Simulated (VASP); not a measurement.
A run of VASP 6.6.1 is set up as follows.

Contents of INCAR:

```
SYSTEM = Ta
ALGO = Normal
EDIFF = 1E-7
EDIFFG = -0.005
ENCUT = 600
GGA = PS
IBRION = 2
ISIF = 3
ISMEAR = -1
LASPH = .True.
LCHARG = .False.
LREAL = .False.
LWAVE = .False.
NELM = 80
NSW = 60
PREC = Accurate
PSTRESS = 580.0
SIGMA = 0.08
```

The input KPOINTS:

```
k-points
0
Gamma
  16 16 9
  0 0 0
```

Contents of POSCAR:

```
Ta
1.0
    2.7693367500      0.0000000000      0.0000000000
   -1.3846683750      2.3983159771      0.0000000000
    0.0000000000      0.0000000000      4.4863255350
Ta
2
Direct
    0.3333333333      0.6666666667      0.2500000000
    0.6666666667      0.3333333333      0.7500000000
```

Potentials or basis: VASP PAW PBE potentials, release 64 (Ta_pv).

The run is started by

```sh
$ cat potpaw_PBE.64/Ta_pv/POTCAR > POTCAR
$ mpirun -np 1 vasp_std > vasp.out
```

(1) What does it give for the relaxed cell?

(2) Estimate the band gap on the k mesh.

Answers

(1) a = 2.693 Å, b = 2.693 Å, c = 4.732 Å, α = 90.00°, β = 90.00°, γ = 120.00°.

(2) zero (bands 11 and 12 overlap by 3.00 eV).

Caveat: the cell is relaxed towards a set pressure, so the run minimises the enthalpy, not the energy; spin-orbit coupling is left out, which moves the levels of the heavy elements.
